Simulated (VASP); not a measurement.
A run of VASP 6.6.1:

INCAR

```
SYSTEM = Mg5ZnO6
PREC = Accurate
ENCUT = 520
EDIFF = 1E-6
ISMEAR = 0
SIGMA = 0.1
LREAL = .False.
LASPH = .True.
NELM = 60
ALGO = Normal
ISIF = 2
LWAVE = .False.
LCHARG = .False.
GGA = PE
NBANDS = 41
```

Contents of KPOINTS:

```
regular mesh
0
Gamma
  6 6 2
  0 0 0
```

The input POSCAR:

```
Mg5ZnO6
1.0
    3.3112041100      0.0000000000      0.0000000000
    0.0000000000      3.3112041100      0.0000000000
    0.0000000000      0.0000000000     14.0482492900
Mg Zn O
5 1 6
Direct
    0.0000000000      0.0000000000      0.0000000000
    0.5000000000      0.5000000000      0.1666666700
    0.0000000000      0.0000000000      0.3333333300
    0.0000000000      0.0000000000      0.6666666700
    0.5000000000      0.5000000000      0.8333333300
    0.5000000000      0.5000000000      0.5000000000
    0.5000000000      0.0000000000      0.0833333300
    0.0000000000      0.5000000000      0.2500000000
    0.5000000000      0.0000000000      0.4166666700
    0.0000000000      0.5000000000      0.5833333300
    0.5000000000      0.0000000000      0.7500000000
    0.0000000000      0.5000000000      0.9166666700
```

Potentials or basis: VASP PAW PBE potentials, release 64 (Mg, Zn, O).

Command:

```bash
$ cat potpaw_PBE.64/Mg/POTCAR potpaw_PBE.64/Zn/POTCAR potpaw_PBE.64/O/POTCAR > POTCAR
$ mpirun -np 1 vasp_std > vasp.out
```

Hardware: 1 thread of Intel(R) Xeon(R) 6975P-C (Granite Rapids) (shared host).

**Question.** How long does it take, and how much memory?

**Answer.** Run time: 88 s on 1 thread of Intel(R) Xeon(R) 6975P-C (Granite Rapids) (shared host), peak memory 0.33 GiB. Counts: scf iterations 16, k points 20.
